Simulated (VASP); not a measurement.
Write the native input for VASP 6.6.1 that does the following.

| Quantity | Value |
| --- | --- |
| Task | single point |
| Functional | PBE |
| Potentials or basis | VASP PAW PBE potentials, release 64 (Si) |
| Cutoff | 500 eV |
| k mesh | 50 × 50 × 50 |
| Occupations | fermi-dirac, width 0.0612256 eV |
| Spin | no spin polarisation |
| Dipole correction | no |
| Further INCAR settings | ALGO = Normal; EDIFF = 1e-06; NBANDS = 8 |

The structure of Si lies in POSCAR:

```
Si
1.0
   -1.5420386084      1.5420386084      1.5420386084
    1.5420386084     -1.5420386084      1.5420386084
    1.5420386084      1.5420386084     -1.5420386084
Si
1
Direct
    0.0000000000      0.0000000000      0.0000000000
```

This isn't the form of Si at room conditions, which is diamond.

One way to write it, as run:

INCAR

```
SYSTEM = Si
  PREC = Accurate
  ENCUT = 500
  EDIFF = 1E-6
  ISMEAR = -1
  SIGMA = 0.06122561905347299
  LREAL = .False.
  LASPH = .True.
  NELM = 120
  ALGO = Normal
  ISIF = 2
  LWAVE = .False.
  LCHARG = .True.
  GGA = PE
  LELF = .True.
  LVHAR = .True.
  NBANDS = 8
  GGA_COMPAT = .False.
```

KPOINTS

```
Automatic mesh
0
Gamma
  50 50 50
  0 0 0
```

Potentials or basis: VASP PAW PBE potentials, release 64 (Si).

Run with:

```console
$ cat potpaw_PBE.64/Si/POTCAR > POTCAR
$ mpirun -np 1 vasp_std > vasp.out
```

It gave:

```yaml
Pressure: -0.2 GPa
Band_gap_on_the_k_mesh: zero (bands 2 and 3 overlap by 15.42 eV)
```

Wall time 2.4 min on 1 thread of Oxide Virtual Turin-like Processor (shared host), peak memory 0.34 GiB.
